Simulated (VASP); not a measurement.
# C: relaxation of cell and atoms with PBE

Crystal: C.

```xyz
9
Lattice="3.6687 0.0000 0.0000 -0.1420 4.0663 0.0000 -0.1694 -2.0402 3.8222" Properties=species:S:1:pos:R:3 pbc="T T T"
C     1.7543    0.5305    2.3996
C     0.7058   -0.5512    2.6060
C     2.9884   -0.2385    1.9608
C     1.4956    1.5008    1.2277
C     2.6473    2.3228    1.8954
C     0.3891    2.5043    1.4049
C     2.2140    1.7331    3.2840
C     1.2264    0.6218    0.0017
C    -0.1335    3.7469    0.5086
```

```json
{
  "Program": "VASP 6.6.1",
  "Task": "relaxation of cell and atoms",
  "Functional": "PBE",
  "Potentials or basis": "VASP PAW PBE potentials, release 64 (C)",
  "Cutoff": "600 eV",
  "k mesh": "6 × 6 × 6",
  "Occupations": "gaussian, width 0.02 eV",
  "Spin": "no spin polarisation",
  "Dipole correction": "no",
  "Further INCAR settings": "ALGO = Normal; EDIFF = 1e-06; IBRION = 2; EDIFFG = -0.01; NSW = 100; ISIF = 3"
}
```

| Property | Result |
| --- | --- |
| Energy gained by relaxing | 0.0 meV/atom |
| Ionic steps | 5 |
| Pressure after relaxing | 0.0 GPa |
| Largest force after relaxing | 0.007 eV/Å |
| Band gap on the k mesh | 3.47 eV (least direct gap 4.38 eV) |

Forces in eV/Å, atoms in the order of the input:
```
C    0.001  0.000  0.000
C    0.000  0.000 -0.001
C   -0.002  0.002  0.003
C   -0.003  0.002  0.005
C   -0.003  0.000  0.001
C    0.003 -0.003 -0.005
C   -0.002  0.004 -0.004
C    0.003 -0.006 -0.001
C    0.003 -0.001  0.002
```

Final structure:
```yaml
crystal:
  lattice:
    - [3.66888, 0.00011, 0.00040]
    - [-0.14186, 4.06592, -0.00015]
    - [-0.16902, -2.04014, 3.82208]
  atoms:
    - { symbol: C, position: [0.52436, 0.44553, 0.62794] }
    - { symbol: C, position: [0.23188, 0.20658, 0.68190] }
    - { symbol: C, position: [0.84600, 0.19893, 0.51302] }
    - { symbol: C, position: [0.44303, 0.53021, 0.32112] }
    - { symbol: C, position: [0.77606, 0.81994, 0.49583] }
    - { symbol: C, position: [0.15398, 0.80019, 0.36746] }
    - { symbol: C, position: [0.67628, 0.85737, 0.85945] }
    - { symbol: C, position: [0.34030, 0.15314, 0.00042] }
    - { symbol: C, position: [0.00810, 0.98813, 0.13287] }
```

Levels at points of the mesh, in eV from the valence-band top:
| k point | band 16 | band 17 | band 18 | band 19 | band 20 | band 21 |
| --- | --- | --- | --- | --- | --- | --- |
| (0.00, 0.00, 0.00) | -2.81 | -2.71 | -1.53 | 3.67 | 4.51 | 5.22 |
| (0.50, 0.00, 0.00) | -0.67 | -0.27 | 0.00 | 4.38 | 6.67 | 7.46 |
| (0.00, 0.50, 0.00) | -2.80 | -1.83 | -1.49 | 3.95 | 5.16 | 5.53 |
| (0.50, 0.50, 0.00) | -2.56 | -2.25 | -0.95 | 4.88 | 6.11 | 6.43 |
| (0.00, 0.00, 0.50) | -3.25 | -3.12 | -2.39 | 5.26 | 5.46 | 5.88 |
| (0.50, 0.00, 0.50) | -2.43 | -1.62 | -1.60 | 4.64 | 5.17 | 6.03 |
| (0.00, 0.50, 0.50) | -3.04 | -2.95 | -1.34 | 4.25 | 4.98 | 6.09 |
| (0.50, 0.50, 0.50) | -2.46 | -1.85 | -1.02 | 5.09 | 6.08 | 6.22 |

It took 5.4 min on 1 thread of AMD EPYC 7R13 Processor (Zen 3), with other jobs on the host, peak memory 0.23 GiB.

A k mesh can miss the band edges.
